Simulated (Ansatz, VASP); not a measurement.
## Two plane-wave programs on Hf

INCAR

```
ALGO     = Normal         # electronic algorithm
EDIFF    = 1E-6           # SCF threshold, eV
ENCUT    = 520            # plane-wave cutoff, eV
GGA      = PS             # functional
ISIF     = 2              # what is computed and relaxed
ISMEAR   = 0              # smearing method
LASPH    = T              # aspherical terms in the spheres
LCHARG   = T              # write CHGCAR
LELF     = T              # ELF
LREAL    = F              # projectors in reciprocal space
LVHAR    = T            
LWAVE    = F              # write WAVECAR
NBANDS   = 11             # bands
NELM     = 80             # most SCF steps
PREC     = Accurate       # precision mode
SIGMA    = 0.15           # smearing width, eV
```

KPOINTS

```
k-points
0
Gamma
  18 18 18
```

The input POSCAR:

```
Hf
1.0
   -1.8501250000      1.8501250000      1.7598750000
    1.8501250000     -1.8501250000      1.7598750000
    1.8501250000      1.8501250000     -1.7598750000
Hf
1
Direct
    0.0000000000      0.0000000000      0.0000000000
```

Input for Ansatz:

```yaml
crystal:
  lattice:
    - [-1.850125, 1.850125, 1.759875]
    - [1.850125, -1.850125, 1.759875]
    - [1.850125, 1.850125, -1.759875]
  atoms:
    - { symbol: Hf, position: [0.0, 0.0, 0.0] }
basis:
  ecutwfc: 420
kpoints:
  mp_grid: { grid: [18, 18, 18] }
hamiltonian:
  xc: pbesol
scf:
  occupations: { method: gaussian, width: 0.15 }
output:
  forces: true
  stress: true
  eigenvalues: true
  write_density: true
  write_potential: true
  elf: true
  volumetric_format: npy
```

Change from the starting cell: strain +0.025 along x and y, -0.025 along z, atoms carried along.

Alike in both runs: task single point; functional PBEsol; k mesh 18 × 18 × 18; occupations gaussian, width 0.15 eV; no spin polarisation.

|  | VASP | Ansatz |
| --- | --- | --- |
| version | VASP 6.6.1 | Ansatz 0.2.0 |
| potentials or method | VASP PAW PBE potentials, release 64 (Hf_pv), cutoff 520 eV | scalar-relativistic, plane waves, PAW |
| valence electrons in the cell | 10 | 26 |

```csv
,VASP,Ansatz,Ansatz less VASP
gap on the k mesh at the Fermi level (eV),none,none,-
pressure (GPa),-11.0,-10.6,+0.32
"traceless stress, the component that is largest in VASP (GPa)",-1.90,-1.86,+0.039
```

VASP's potentials were made for PBE, not for PBEsol. A gap of «none» marks a metal or a gap that the smearing closes. With one functional, cell and mesh, what is left measures potentials, basis and numerics. VASP's potentials hold 10 valence electrons a cell and Ansatz's 26, so a difference there can come from the potentials and not from the codes.

Spin-orbit coupling is off throughout.
